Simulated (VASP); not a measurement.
Write the native input for VASP 6.6.1 that does the following.

- Task: single point
- Functional: PBE
- Potentials or basis: VASP PAW PBE potentials, release 64 (K_sv, Br)
- Cutoff: 500 eV
- k mesh: 4 × 4 × 4
- Occupations: gaussian, width 0.01 eV
- Spin: no spin polarisation
- Dipole correction: no
- Further INCAR settings: ALGO = Normal; EDIFF = 1e-06; NBANDS = 15

The structure of KBr lies in POSCAR:

```
KBr
1.0
    0.0000000000      3.2600000000      3.2600000000
    3.2600000000      0.0000000000      3.2600000000
    3.2600000000      3.2600000000      0.0000000000
K Br
1 1
Direct
    0.0000000000      0.0000000000      0.0000000000
    0.5000000000      0.5000000000      0.5000000000
```

These files were run (other wordings do the same):

INCAR

```
PREC = Accurate
ENCUT = 500
EDIFF = 1E-6
ISMEAR = 0
SIGMA = 0.01
LREAL = F
LASPH = T
NELM = 120
ALGO = Normal
ISIF = 2
LWAVE = F
LCHARG = T
GGA = PE
LELF = T
LVHAR = T
NBANDS = 15
GGA_COMPAT = F
```

KPOINTS

```
Automatic mesh
0
Gamma
  4 4 4
```

Potentials or basis: VASP PAW PBE potentials, release 64 (K_sv, Br).

Run with:

```console
$ cat potpaw_PBE.64/K_sv/POTCAR potpaw_PBE.64/Br/POTCAR > POTCAR
$ mpirun -np 1 vasp_std > vasp.out
```

It gave:

| Quantity | Value |
| --- | --- |
| Pressure | 1.4 GPa |
| Band gap on the k mesh | 4.53 eV, direct |

Run time: 26 s on 1 thread of AMD EPYC 7R13, with other jobs on the host, peak memory 0.17 GiB.
